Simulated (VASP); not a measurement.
Here is a VASP 6.6.1 calculation.

INCAR

```
PREC = Accurate ; ENCUT = 520
EDIFF = 1E-6 ; ISMEAR = -1
SIGMA = 0.02 ; LREAL = False
LASPH = True ; NELM = 60
ALGO = Normal ; ISIF = 2
LWAVE = False ; LCHARG = False
GGA = PE ; NBANDS = 16
```

File KPOINTS:

```
Automatic mesh
0
Gamma
  8 8 8
```

The input POSCAR:

```
ZnS
1.0
    0.0000000000      2.6940858325      2.6940858325
    2.5593815409      0.0000000000      2.6940858325
    2.5593815409      2.6940858325      0.0000000000
Zn S
1 1
Direct
    0.0000000000      0.0000000000      0.0000000000
    0.2500000000      0.2500000000      0.2500000000
```

Potentials or basis: VASP PAW PBE potentials, release 64 (Zn, S).

Launch:

```sh
$ cat potpaw_PBE.64/Zn/POTCAR potpaw_PBE.64/S/POTCAR > POTCAR
$ mpirun -np 1 vasp_std > vasp.out
```

(1) Predict the pressure.

(2) Estimate the band gap on the k mesh.

Answers

(1) 6.9 GPa.

(2) 2.26 eV.

Caveat: the cell differs from its parent crystal (uniaxial x strain -5.0%); the cell stands under pressure.
